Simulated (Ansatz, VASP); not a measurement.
## Sb: VASP beside Ansatz

POSCAR

```
Sb
1.0
    0.0000000000      2.3712425216      2.3712425216
    2.3712425216      0.0000000000      2.3712425216
    2.3712425216      2.3712425216      0.0000000000
Sb
1
Direct
    0.0000000000      0.0000000000      0.0000000000
```

INCAR.step1

```
PREC     = Accurate       # precision mode
ENCUT    = 520            # plane-wave cutoff, eV
EDIFF    = 1E-5           # SCF threshold, eV
ISMEAR   = -1             # smearing method
SIGMA    = 0.05           # smearing width, eV
LREAL    = False          # projectors in reciprocal space
LASPH    = True           # aspherical terms in the spheres
NELM     = 80             # most SCF steps
ALGO     = Normal         # electronic algorithm
ISIF     = 2              # what is computed and relaxed
LWAVE    = True           # write WAVECAR
LCHARG   = False          # write CHGCAR
NBANDS   = 8              # bands
GGA      = PE             # functional
```

Contents of INCAR.step2:

```
PREC     = Accurate       # precision mode
ENCUT    = 520            # plane-wave cutoff, eV
EDIFF    = 1E-6           # SCF threshold, eV
ISMEAR   = -1             # smearing method
SIGMA    = 0.05           # smearing width, eV
LREAL    = False          # projectors in reciprocal space
LASPH    = True           # aspherical terms in the spheres
NELM     = 80             # most SCF steps
ALGO     = Normal         # electronic algorithm
ISIF     = 2              # what is computed and relaxed
LWAVE    = False          # write WAVECAR
LCHARG   = False          # write CHGCAR
GGA      = B3             # functional
LHFCALC  = True           # exact exchange
AEXX     = 0.2            # exact-exchange fraction
AGGAX    = 0.72         
AGGAC    = 0.81         
ALDAC    = 0.19         
PRECFOCK = Normal       
NBANDS   = 8              # bands
ISTART   = 1
```

KPOINTS

```
Automatic mesh
0
Gamma
  5 5 5
```

The input input:

```
crystal:
  lattice:
    - [0.0, 2.3712425216, 2.3712425216]
    - [2.3712425216, 0.0, 2.3712425216]
    - [2.3712425216, 2.3712425216, 0.0]
  atoms:
    - { symbol: Sb, position: [0.0, 0.0, 0.0] }
hamiltonian:
  xc: b3lyp
  pseudopotentials: { kind: paw }
kpoints:
  mp_grid: { grid: [5, 5, 5] }
scf:
  occupations: { method: fermi_dirac, width: 0.05 }
output:
  forces: true
  stress: true
  eigenvalues: true
```

Alike in both runs: task single point; functional B3LYP; k mesh 5 × 5 × 5; occupations fermi-dirac, width 0.05 eV; no spin polarisation.

|  | VASP | Ansatz |
| --- | --- | --- |
| version | VASP 6.6.1 | Ansatz 0.2.0 |
| potentials or method | VASP PAW PBE potentials, release 64 (Sb) | Ansatz PAW |
| plane-wave cutoff (eV) | 520 | 420 |
| valence electrons in the cell | 5 | 15 |

VASP gave:

```
gap on the k mesh at the Fermi level (eV) : none
pressure (GPa)                            : 4.6
```

Question: What did Ansatz give for the same quantities?

Answer: gap on the k mesh at the Fermi level (eV): none; pressure (GPa): 5.1.

VASP's potentials were made for PBE, not for B3LYP. A gap of «none» marks a metal or a gap that the smearing closes. VASP's potentials hold 5 valence electrons a cell and Ansatz's 15, so a difference there can come from the potentials and not from the codes.

The k mesh is coarse, so the values compare programs but aren't converged. Spin-orbit coupling is off throughout.
